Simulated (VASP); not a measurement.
# GaSi3S2 (Cmmm) in VASP: further runs

Runs on GaSi3S2. Level: PBE. Tasks: single point.

All numbers are computed with VASP 6.6.1; they aren't measurements. Logs are shortened: lines on timing, memory, paths and dates and some standing lists are left out, and cuts for length are marked.

## Step 1: The cell of the first run

The structure is orthorhombic, space group Cmmm (No. 65). Conventional cell: a = 5.079 Å, b = 9.507 Å, c = 4.874 Å, α = 90.00°, β = 90.00°, γ = 90.00°. Within 3.4 Å of Ga (site symmetry mmm) lie 6 Si at 2.54 to 2.69 Å and 4 S at 3.31 Å. Within 3.5 Å of Si (site symmetry mmm) lie 2 Ga at 2.54 Å and 4 Si at 2.69 Å and 4 S at 3.50 Å. Si (site symmetry 2/m) has 4 Si at 2.54 to 2.69 Å and 2 Ga at 2.69 Å and 4 S at 2.75 Å within 3.4 Å. S (site symmetry m2m) has 2 S at 2.55 Å and 6 Si at 2.75 to 3.50 Å and 2 Ga at 3.31 Å within 3.5 Å.

The cell was generated, and may not be a known phase.

## Step 2: Single point, PBE

Contents of INCAR:

```
SYSTEM = GaSi3S2
ALGO = Normal
EDIFF = 1E-6
ENCUT = 520
GGA = PE
ISIF = 2
ISMEAR = 0
LASPH = .TRUE.
LCHARG = .FALSE.
LREAL = .FALSE.
LWAVE = .FALSE.
NBANDS = 28
NELM = 80
PREC = Accurate
SIGMA = 0.1
```

Contents of KPOINTS:

```
k-points
0
G
  4 4 4
  0 0 0
```

Contents of POSCAR:

```
GaSi3S2
1.0
    2.5396922878     -4.7533238853      0.0000000000
    2.5396922878      4.7533238853      0.0000000000
    0.0000000000      0.0000000000      4.8737339867
Ga Si S
1 3 2
Direct
    0.5000000000      0.5000000000      0.5000000000
    0.0000000000      0.0000000000      0.5000000000
    0.0000000000      0.5000000000      0.5000000000
    0.5000000000      0.0000000000      0.5000000000
    0.7361125229      0.2638874771      0.0000000000
    0.2638874771      0.7361125229      0.0000000000
```

Potentials or basis: VASP PAW PBE potentials, release 64 (Ga_d, Si, S).

The run is started by

```bash
$ cat potpaw_PBE.64/Ga_d/POTCAR potpaw_PBE.64/Si/POTCAR potpaw_PBE.64/S/POTCAR > POTCAR
$ mpirun -np 1 vasp_std > vasp.out
```

OUTCAR:

```text
SYSTEM = GaSi3S2
   EDIFF = 1E-6
   ENCUT = 520
   GGA = PE
   ISIF = 2
   ISMEAR = 0
   LASPH = .TRUE.
   LREAL = .FALSE.
   NELM = 80
   PREC = Accurate

 ion  position               nearest neighbor table
   1  0.500  0.500  0.500-   2 2.54   2 2.54   4 2.69   4 2.69   3 2.69   3 2.69
   2  0.000  0.000  0.500-   1 2.54   1 2.54   4 2.69   3 2.69   4 2.69   3 2.69
   3  0.000  0.500  0.500-   4 2.54   4 2.54   1 2.69   2 2.69   1 2.69   2 2.69   6 2.75   5 2.75
                             6 2.75   5 2.75
   4  0.500  0.000  0.500-   3 2.54   3 2.54   1 2.69   1 2.69   2 2.69   2 2.69   6 2.75   5 2.75
                             6 2.75   5 2.75
   5  0.736  0.264  0.000-   6 2.55   6 2.55   4 2.75   3 2.75   4 2.75   3 2.75
   6  0.264  0.736  0.000-   5 2.55   5 2.55   4 2.75   3 2.75   4 2.75   3 2.75

  LATTYP: Found a base centered orthorhombic cell.
 ALAT       =     5.0793845756
 B/A-ratio  =     1.8716140960
 C/A-ratio  =     0.9595126957

  Lattice vectors:

 A1 = (   2.5396922878,  -4.7533238853,   0.0000000000)
 A2 = (   2.5396922878,   4.7533238853,   0.0000000000)
 A3 = (   0.0000000000,   0.0000000000,   4.8737339867)

Analysis of symmetry for initial positions (statically):
=====================================================================
 Subroutine PRICEL returns:
 Original cell was already a primitive cell.

 Routine SETGRP: Setting up the symmetry group for a
 base centered orthorhombic supercell.

 Subroutine GETGRP returns: Found  8 space group operations
 (whereof  8 operations were pure point group operations)
 out of a pool of  8 trial point group operations.

The static configuration has the point symmetry D_2h.

Analysis of symmetry for dynamics (positions and initial velocities):
=====================================================================
 Subroutine PRICEL returns:
 Original cell was already a primitive cell.

 Routine SETGRP: Setting up the symmetry group for a
 base centered orthorhombic supercell.

 Subroutine GETGRP returns: Found  8 space group operations
 (whereof  8 operations were pure point group operations)
 out of a pool of  8 trial point group operations.

The dynamic configuration has the point symmetry D_2h.

 Subroutine INISYM returns: Found  8 space group operations
 (whereof  8 operations are pure point group operations),
 and found     1 'primitive' translations

----------------------------------------------------------------------------------------

                                     Primitive cell

  volume of cell :     117.6712

  direct lattice vectors                    reciprocal lattice vectors
     2.539692288 -4.753323885  0.000000000     0.196874244 -0.105189550  0.000000000
     2.539692288  4.753323885  0.000000000     0.196874244  0.105189550  0.000000000
     0.000000000  0.000000000  4.873733987     0.000000000  0.000000000  0.205181490

  length of vectors
     5.389260142  5.389260142  4.873733987     0.223213596  0.223213596  0.205181490

  position of ions in fractional coordinates (direct lattice)
     0.500000000  0.500000000  0.500000000
     0.000000000  0.000000000  0.500000000
     1.000000000  0.500000000  0.500000000
     0.500000000  1.000000000  0.500000000
     0.736112523  0.263887477  0.000000000
     0.263887477  0.736112523  0.000000000

  ion indices of the primitive-cell ions
   primitive index   ion index
                 1           1
                 2           2
                 3           3
                 4           4
                 5           5
                 6           6

----------------------------------------------------------------------------------------

 KPOINTS: k-points

Automatic generation of k-mesh.
 Grid dimensions read from file:
 generate k-points for:    4    4    4

 Generating k-lattice:

  Cartesian coordinates                     Fractional coordinates (reciprocal lattice)
     0.049218561 -0.026297387  0.000000000     0.250000000 -0.000000000  0.000000000
     0.049218561  0.026297387  0.000000000    -0.000000000  0.250000000  0.000000000
     0.000000000  0.000000000  0.051295372     0.000000000  0.000000000  0.250000000

  Length of vectors
     0.055803399  0.055803399  0.051295372

  Shift w.r.t. Gamma in fractional coordinates (k-lattice)
     0.000000000  0.000000000  0.000000000

 Subroutine IBZKPT returns following result:
 ===========================================

 Found     21 irreducible k-points:

 Following reciprocal coordinates:
            Coordinates               Weight
  0.000000  0.000000  0.000000      1.000000
  0.250000 -0.000000  0.000000      4.000000
  0.500000 -0.000000  0.000000      2.000000
  0.250000  0.250000  0.000000      2.000000
  0.500000  0.250000  0.000000      4.000000
 -0.250000  0.250000  0.000000      2.000000
[... 13 lines left out ...]
 -0.250000  0.250000  0.500000      2.000000
  0.500000  0.500000  0.500000      1.000000
   k-points           NKPTS =     21   k-points in BZ     NKDIM =     21   number of bands    NBANDS=     28
   number of dos      NEDOS =    301   number of ions     NIONS =      6
   total plane-waves  NPLWV =  57600
   dimension x,y,z NGX =    40 NGY =   40 NGZ =   36
   dimension x,y,z NGXF=    80 NGYF=   80 NGZF=   72
   ions per type =               1   3   2
   NGX,Y,Z   is equivalent  to a cutoff of  12.34, 12.34, 12.28 a.u.
   NGXF,Y,Z  is equivalent  to a cutoff of  24.68, 24.68, 24.56 a.u.
 SYSTEM =  GaSi3S2
   PREC   = accura    normal or accurate (medium, high low for compatibility)
   ISTART =      0    job   : 0-new  1-cont  2-samecut
   ICHARG =      2    charge: 1-file 2-atom 10-const
   ISPIN  =      1    spin polarized calculation?
   LNONCOLLINEAR =      F non collinear calculations
   LSORBIT =      F    spin-orbit coupling
   LASPH  =      T    aspherical Exc in radial PAW
   ENCUT  =  520.0 eV  38.22 Ry    6.18 a.u.  10.02 10.02  9.06*2*pi/ulx,y,z
   NELM   =     80;   NELMIN=  2; NELMDL= -5     # of ELM steps
   EDIFF  = 0.1E-05   stopping-criterion for ELM
   LREAL  =      F    real-space projection
[... 7 lines left out ...]
   TEBEG  =    0.0;   TEEND  =   0.0 temperature during run
   PSTRESS=    0.0 pullay stress
   NELECT =      37.0000    total number of electrons
   NUPDOWN=      -1.0000    fix difference up-down
   EMIN   =  10.00;   EMAX   =-10.00  energy-range for DOS
   EFERMI =   0.00;   METHOD = LEGACY
   ISMEAR =     0;   SIGMA  =   0.10  broadening in eV -4-tet -1-fermi 0-gaus
   EFERMI_NEDOS =   21; number of points for ismear=-14 and -15
   IALGO  =     38    algorithm
   IMIX   =      4    mixing-type and parameters
     AMIX     =   0.40;   BMIX     =  1.00
     AMIX_MAG =   1.60;   BMIX_MAG =  1.00
  volume/ion in A,a.u.               =      19.61       132.35
  Fermi-wavevector in a.u.,A,eV,Ry     =   1.113231  2.103702 16.861473  1.239283
  Thomas-Fermi vector in A             =   2.249814
   LORBIT       =      0    0 simple, 1 ext, 2 COOP (PROOUT), +10 PAW based schemes
   GGA     = PE    functional components
   LHFCALC =     F    Hartree Fock is set to
   AEXX    =    0.0000 exact exchange contribution
   IVDW    =     0    specifies the selected vdW correction
   LEPSILON=     F    determine dielectric tensor
   LRPA    =     F    only Hartree local field effects (RPA)
 non-spin polarized calculation
 Gauss-broadening in eV      SIGMA  =   0.10
  energy-cutoff  :      520.00
  volume of cell :      117.67
 maximum number of plane-waves:      3208
   NGX = 21   NGY = 21   NGZ = 19

 number of electron      37.0000012 magnetization

 Free energy of the ion-electron system (eV)
  ---------------------------------------------------
  ext. energy  EPLUGINS =         0.00000000
  ---------------------------------------------------
  free energy    TOTEN  =       -23.75727689 eV

  energy without entropy =      -23.73437887  energy(sigma->0) =      -23.74582788

 E-fermi :   5.8409     XC(G=0):  -9.8135

 val. band max:        5.8347075265   @ k =   0.5000   0.2500   0.5000
 cond. band min:       5.8458793444   @ k =  -0.2500   0.2500   0.2500
 fundamental gap:      0.0111718178
 Fermi energy:         5.8409020388

 k-point     1 :       0.0000    0.0000    0.0000
  band No.  band energies     occupation
      1      -9.3299      2.00000
      2      -9.2017      2.00000
      3      -9.1461      2.00000
      4      -9.1404      2.00000
      5      -9.1373      2.00000
      6      -9.0585      2.00000
[... 20 lines left out ...]
     27      11.8833      0.00000
     28      12.1035      0.00000

 k-point     2 :       0.2500   -0.0000    0.0000
  band No.  band energies     occupation
      1      -9.2247      2.00000
      2      -9.1899      2.00000
      3      -9.1468      2.00000
      4      -9.1409      2.00000
      5      -9.1381      2.00000
      6      -8.8315      2.00000
[... 20 lines left out ...]
     27      11.6305      0.00000
     28      11.9602      0.00000

 k-point     3 :       0.5000   -0.0000    0.0000
  band No.  band energies     occupation
      1      -9.1966      2.00000
      2      -9.1786      2.00000
      3      -9.1457      2.00000
      4      -9.1415      2.00000
      5      -9.1387      2.00000
      6      -7.9129      2.00000
[... 20 lines left out ...]
     27      10.3942      0.00000
     28      11.9634      0.00000

 k-point     4 :       0.2500    0.2500    0.0000
  band No.  band energies     occupation
      1      -9.1954      2.00000
      2      -9.1744      2.00000
      3      -9.1516      2.00000
      4      -9.1413      2.00000
      5      -9.1389      2.00000
      6      -7.9685      2.00000
[... 20 lines left out ...]
     27      10.3569      0.00000
     28      11.2909      0.00000

 k-point     5 :       0.5000    0.2500    0.0000
  band No.  band energies     occupation
      1      -9.2016      2.00000
      2      -9.1787      2.00000
      3      -9.1459      2.00000
      4      -9.1420      2.00000
      5      -9.1382      2.00000
      6      -8.7630      2.00000
[... 20 lines left out ...]
     27      11.1528      0.00000
     28      12.0682      0.00000

 k-point     6 :      -0.2500    0.2500    0.0000
  band No.  band energies     occupation
      1      -9.2571      2.00000
      2      -9.2015      2.00000
      3      -9.1417      2.00000
      4      -9.1415      2.00000
      5      -9.1375      2.00000
      6      -9.0608      2.00000
[... 370 lines left out ...]
      5      -9.1405      2.00000
      6      -7.5537      2.00000
[... 20 lines left out ...]
     27      10.0107      0.00000
     28      11.9067      0.00000

 k-point    19 :       0.5000    0.2500    0.5000
  band No.  band energies     occupation
      1      -9.1988      2.00000
      2      -9.1695      2.00000
      3      -9.1684      2.00000
      4      -9.1418      2.00000
      5      -9.1393      2.00000
      6      -8.3521      2.00000
[... 20 lines left out ...]
     27      10.9389      0.00000
     28      11.5154      0.00000

 k-point    20 :      -0.2500    0.2500    0.5000
  band No.  band energies     occupation
      1      -9.2108      2.00000
      2      -9.1734      2.00000
      3      -9.1706      2.00000
      4      -9.1413      2.00000
      5      -9.1383      2.00000
      6      -8.6712      2.00000
[... 20 lines left out ...]
     27      10.8969      0.00000
     28      12.6193      0.00000

 k-point    21 :       0.5000    0.5000    0.5000
  band No.  band energies     occupation
      1      -9.2071      2.00000
      2      -9.1916      2.00000
      3      -9.1680      2.00000
      4      -9.1385      2.00000
      5      -9.1372      2.00000
      6      -8.6199      2.00000
[... 20 lines left out ...]
     27       9.6929      0.00000
     28      12.1542      0.00000

------------------------ aborting loop because EDIFF is reached ----------------------------------------

  FORCE on cell =-STRESS in cart. coord.  units (eV):
  Direction    XX          YY          ZZ          XY          YZ          ZX
  --------------------------------------------------------------------------------------
  -------------------------------------------------------------------------------------
  Total        0.1551248      0.0519244     -0.0072679      0.0000000      0.0000000      0.0000000
  in kB        2.1121336      0.7069869     -0.0989576      0.0000000      0.0000000      0.0000000
  external PRESSURE =       0.9067209 kB  Pullay stress =       0.0000000 kB

 VOLUME and BASIS-vectors are now :
 -----------------------------------------------------------------------------
  energy-cutoff  :      520.00
  volume of cell :      117.67
      direct lattice vectors                 reciprocal lattice vectors
     2.539692288 -4.753323885  0.000000000     0.196874244 -0.105189550  0.000000000
     2.539692288  4.753323885  0.000000000     0.196874244  0.105189550  0.000000000
     0.000000000  0.000000000  4.873733987     0.000000000  0.000000000  0.205181490

 POSITION                                       TOTAL-FORCE (eV/Angst)
 -----------------------------------------------------------------------------------
      2.53969      0.00000      2.43687        -0.000000      0.000000      0.000000
      0.00000      0.00000      2.43687         0.000000      0.000000      0.000000
      1.26985      2.37666      2.43687        -0.000000     -0.000000      0.000000
      1.26985     -2.37666      2.43687        -0.000000      0.000000      0.000000
      2.53969     -2.24464      0.00000        -0.000000      0.020427      0.000000
      2.53969      2.24464      0.00000        -0.000000     -0.020427     -0.000000
 -----------------------------------------------------------------------------------
    total drift:                                0.000000      0.000000     -0.000000

  FREE ENERGIE OF THE ION-ELECTRON SYSTEM (eV)
  ---------------------------------------------------
  free  energy   TOTEN  =       -23.7572768859 eV

  energy  without entropy=      -23.7343788734  energy(sigma->0) =      -23.74582788
```

It took 92 s on 1 thread of Intel Xeon 8259CL, shared host; peak memory 0.25 GiB.

What came out:

* Free energy: -23.7573 eV
* Pressure: 0.1 GPa
* Largest force: 0.020 eV/Å
* Band gap on the k mesh: zero (an odd number of electrons rules out a gap without spin polarisation)

Forces on the atoms (eV/Å):
```
Ga   0.000  0.000  0.000
Si   0.000  0.000  0.000
Si   0.000  0.000  0.000
Si   0.000  0.000  0.000
S    0.000  0.020  0.000
S    0.000 -0.020  0.000
```

Caveat: an odd number of electrons without spin polarisation forces a metal; a magnetic or distorted state may lie lower.

## Step 3: Single point, PBE

This run uses another cell than the first one, of 20.67 Å³/atom.

Contents of INCAR:

```
SYSTEM = GaSi3S2
PREC = Accurate
ENCUT = 520
EDIFF = 1E-6
ISMEAR = 0
SIGMA = 0.1
LREAL = .False.
LASPH = .True.
NELM = 60
ALGO = Normal
ISIF = 2
LWAVE = .False.
LCHARG = .False.
GGA = PE
NBANDS = 28
```

Contents of KPOINTS:

```
regular mesh
0
Gamma
  4 4 4
  0 0 0
```

Contents of POSCAR:

```
GaSi3S2
1.0
    2.1877922300     -4.5510609400      0.0000000000
    2.1877922300      4.5510609400      0.0000000000
    0.0000000000      0.0000000000      6.2280291600
Ga Si S
1 3 2
Direct
    0.5000000000      0.5000000000      0.5000000000
    0.0000000000      0.0000000000      0.5000000000
    0.0000000000      0.5000000000      0.5000000000
    0.5000000000      0.0000000000      0.5000000000
    0.7367550400      0.2632449600      0.0000000000
    0.2632449600      0.7367550400      0.0000000000
```

Potentials or basis: VASP PAW PBE potentials, release 64 (Ga_d, Si, S).

The run is started by

```bash
$ cat potpaw_PBE.64/Ga_d/POTCAR potpaw_PBE.64/Si/POTCAR potpaw_PBE.64/S/POTCAR > POTCAR
$ mpirun -np 1 vasp_std > vasp.out
```

Wall time 2.3 min (1 thread of Intel Xeon 8259CL, shared host); peak memory 0.29 GiB.

It converged, with:

```yaml
Free_energy: -21.3460 eV
Pressure: 9.3 GPa
Largest_force: 1.236 eV/Å
Band_gap_on_the_k_mesh: zero (an odd number of electrons rules out a gap without spin polarisation)
```

Forces in eV/Å, atoms in the order of the input:
```
Ga   0.000  0.000  0.000
Si   0.000  0.000  0.000
Si   0.000  0.000  0.000
Si   0.000  0.000  0.000
S    0.000  1.236  0.000
S    0.000 -1.236  0.000
```

Stress tensor (GPa, compression positive):
```
25.44  0.00  0.00
 0.00  3.81  0.00
 0.00  0.00 -1.39
```

Levels at points of the mesh, in eV from the Fermi level:
```csv
k point,band 15,band 16,band 17,band 18,band 19,band 20,band 21,band 22,band 23,band 24
"(0.00, 0.00, 0.00)",-3.46,-2.69,-2.24,-1.49,-0.20,0.25,2.06,2.92,3.52,3.65
"(0.50, 0.00, 0.00)",-2.47,-0.66,-0.54,-0.31,0.09,0.12,0.50,2.09,2.40,3.96
"(0.50, 0.50, 0.00)",-2.23,-0.38,0.09,0.33,1.02,1.40,1.51,1.72,2.41,2.51
"(0.00, 0.00, 0.50)",-3.94,-3.64,-2.86,-2.16,0.02,0.43,1.21,4.05,4.67,4.94
"(0.50, 0.00, 0.50)",-2.46,-1.62,-1.38,-0.65,-0.46,0.10,0.15,1.58,2.19,3.97
"(0.50, 0.50, 0.50)",-2.49,-1.34,0.36,0.53,0.87,1.19,1.53,1.74,2.54,2.59
```

Caveat: the k points lie up to 0.40 Å⁻¹ apart, too coarse for converged energies and pressures of a metal; an odd number of electrons without spin polarisation forces a metal; a magnetic or distorted state may lie lower.

The gap in the log of VASP goes by the Fermi energy; the results here count the filled bands.